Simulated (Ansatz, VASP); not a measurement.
One calculation of SiC, two programs

Contents of INCAR:

```
  PREC = Accurate
  ENCUT = 520
  EDIFF = 1E-6
  ISMEAR = 0
  SIGMA = 0.05
  LREAL = False
  LASPH = True
  NELM = 60
  ALGO = Normal
  ISIF = 2
  LWAVE = False
  LCHARG = False
  GGA = PE
  NBANDS = 36
```

KPOINTS

```
regular mesh
0
Gamma
  10 10 2
```

File POSCAR:

```
SiC
1.0
    2.1898640950     -2.1898640950      0.0000000000
    2.1898640950      0.0000000000     -2.1898640950
   10.5844891167      7.8469400115      7.8469400115
Si C
6 6
Direct
    0.8350701400     -0.1649298600      0.3958000000
    0.2378534733      0.2378534733      0.2291333333
    0.4322868067      0.4322868067      0.5624666667
    0.6267201400      0.6267201400      0.8958000000
    0.0295034733      0.0295034733      0.7291333333
    0.6406368067      0.6406368067      0.0624666667
    0.4843743067      0.4843743067      0.4374666667
   -0.1128423600     -0.1128423600      0.2708000000
    0.0815909733      0.0815909733      0.6041333333
    0.2760243067      0.2760243067      0.9374666667
   -0.3211923600     -0.3211923600      0.7708000000
    0.2899409733      0.2899409733      0.1041333333
```

Input for Ansatz:

```yaml
crystal:
  lattice:
    - [2.189864095, -2.189864095, 0.0]
    - [2.189864095, 0.0, -2.189864095]
    - [10.5844891167, 7.8469400115, 7.8469400115]
  atoms:
    - { symbol: Si, position: [0.83507014, -0.16492986, 0.3958] }
    - { symbol: Si, position: [0.2378534733, 0.2378534733, 0.2291333333] }
    - { symbol: Si, position: [0.4322868067, 0.4322868067, 0.5624666667] }
    - { symbol: Si, position: [0.62672014, 0.62672014, 0.8958] }
    - { symbol: Si, position: [0.0295034733, 0.0295034733, 0.7291333333] }
    - { symbol: Si, position: [0.6406368067, 0.6406368067, 0.0624666667] }
    - { symbol: C, position: [0.4843743067, 0.4843743067, 0.4374666667] }
    - { symbol: C, position: [-0.11284236, -0.11284236, 0.2708] }
    - { symbol: C, position: [0.0815909733, 0.0815909733, 0.6041333333] }
    - { symbol: C, position: [0.2760243067, 0.2760243067, 0.9374666667] }
    - { symbol: C, position: [-0.32119236, -0.32119236, 0.7708] }
    - { symbol: C, position: [0.2899409733, 0.2899409733, 0.1041333333] }
basis:
  ecutwfc: 420
kpoints:
  mp_grid: { grid: [10, 10, 2] }
hamiltonian:
  xc: pbe
scf:
  occupations: { method: gaussian, width: 0.05 }
output:
  forces: true
  stress: true
  eigenvalues: true
```

Alike in both runs: task single point; functional PBE; k mesh 10 × 10 × 2; occupations gaussian, width 0.05 eV; no spin polarisation.

|  | VASP | Ansatz |
| --- | --- | --- |
| version | VASP 6.6.1 | Ansatz 0.2.0 |
| potentials or method | VASP PAW PBE potentials, release 64 (Si, C), cutoff 520 eV | scalar-relativistic, plane waves, PAW |
| valence electrons in the cell | 48 | 48 |

```tsv
	VASP	Ansatz	Ansatz less VASP
gap on the k mesh at the Fermi level (eV)	0.57	0.57	+0.002
least direct gap on the mesh (eV)	1.19	1.19	+0.002
pressure (GPa)	-0.2	-0.1	+0.04
traceless stress, the component that is largest in VASP (GPa)	7.46	7.46	-0.003
rms of the force components (eV/Å)	0.365	0.366	+0.0003
```

Atom by atom the forces differ by 0.004 eV/Å (rms over components).
